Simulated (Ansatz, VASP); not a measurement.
Two plane-wave programs on ScB2N3

```
CELL_PARAMETERS angstrom
2.17592 1.25627 4.37413
-2.17592 1.25627 4.37413
0.00000 -2.51254 4.37413
ATOMIC_POSITIONS crystal
Sc 0.50000 0.50000 0.50000
B 0.63566 0.63566 0.63566
B 0.36434 0.36434 0.36434
N 0.50000 0.50000 0.00000
N 0.00000 0.50000 0.50000
N 0.50000 0.00000 0.50000
```

Alike in both runs: task relaxation of cell and atoms; functional PBE; k mesh 6 × 6 × 6; occupations gaussian, width 0.1 eV; no spin polarisation.

|  | VASP | Ansatz |
| --- | --- | --- |
| version | VASP 6.6.1 | Ansatz 0.2.0 |
| potentials or method | VASP PAW PBE potentials, release 64 (Sc_sv, B, N), cutoff 600 eV | scalar-relativistic, plane waves, PAW |
| valence electrons in the cell | 32 | 32 |

VASP gave:

* gap on the k mesh at the Fermi level, each at its own relaxed structure (eV): none
* relaxed volume (Å³/atom): 12.88
* relaxed cell length with the largest relative difference (Å): 4.674

Problem. Estimate Ansatz's values.

Solution. gap on the k mesh at the Fermi level, each at its own relaxed structure (eV): none; relaxed volume (Å³/atom): 12.81; relaxed cell length with the largest relative difference (Å): 4.657.

A gap of «none» marks a metal or a gap that the smearing closes.
